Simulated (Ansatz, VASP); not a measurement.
## Two plane-wave programs on KTaO3

The input INCAR:

```
  ALGO = Normal
  EDIFF = 1E-7
  ENCUT = 520
  GGA = PE
  GGA_COMPAT = F
  ISIF = 2
  ISMEAR = 0
  LASPH = T
  LCHARG = F
  LMAXMIX = 4
  LNONCOLLINEAR = T
  LORBIT = 11
  LORBMOM = T
  LREAL = F
  LSORBIT = T
  LWAVE = F
  MAGMOM = 0 0 0 0 0 0 0 0 0 0 0 0 0 0 0
  NBANDS = 53
  NELM = 150
  PREC = Accurate
  SIGMA = 0.05
```

KPOINTS

```
k-points
0
Gamma
  8 8 8
```

Contents of POSCAR:

```
KTaO3
1.0
    4.0244030898      0.0000000000      0.0000000000
    0.0000000000      4.0244030898      0.0000000000
    0.0000000000      0.0000000000      4.0244030898
K Ta O
1 1 3
Direct
    0.0000000000      0.0000000000      0.0000000000
    0.5000000000      0.5000000000      0.5000000000
    0.0000000000      0.5000000000      0.5000000000
    0.5000000000      0.5000000000      0.0000000000
    0.5000000000      0.0000000000      0.5000000000
```

Input for Ansatz:

```yaml
crystal:
  lattice:
    - [4.0244030898, 0.0, 0.0]
    - [0.0, 4.0244030898, 0.0]
    - [0.0, 0.0, 4.0244030898]
  atoms:
    - { symbol: K, position: [0.0, 0.0, 0.0] }
    - { symbol: Ta, position: [0.5, 0.5, 0.5] }
    - { symbol: O, position: [0.0, 0.5, 0.5] }
    - { symbol: O, position: [0.5, 0.5, 0.0] }
    - { symbol: O, position: [0.5, 0.0, 0.5] }
basis:
  ecutwfc: 420
  ecutrho_ratio: 4
kpoints:
  mp_grid: { grid: [8, 8, 8] }
hamiltonian:
  xc: pbe
scf:
  occupations: { method: gaussian, width: 0.05 }
output:
  forces: true
  stress: true
  eigenvalues: true
  populations: true
  dos: { projected: true, de: 0.02 }
  write_density: true
  write_potential: true
  elf: true
  volumetric_format: npy
magnetization:
  noncollinear: true
  spin_orbit: true
```

Alike in both runs: task single point; functional PBE; k mesh 8 × 8 × 8; occupations gaussian, width 0.05 eV; non-collinear spin, spin-orbit coupling.

|  | VASP | Ansatz |
| --- | --- | --- |
| version | VASP 6.6.1 | Ansatz 0.2.0 |
| potentials or method | VASP PAW PBE potentials, release 64 (K_sv, Ta_pv, O), cutoff 520 eV | plane waves, PAW |
| valence electrons in the cell | 38 | 40 |

```csv
,VASP,Ansatz,Ansatz less VASP
pressure (GPa),0.8,-0.2,-0.98
net moment per atom (μB),0.00,0.00,0.000
```

VASP's potentials hold 38 valence electrons a cell and Ansatz's 40, so a difference there can come from the potentials and not from the codes.
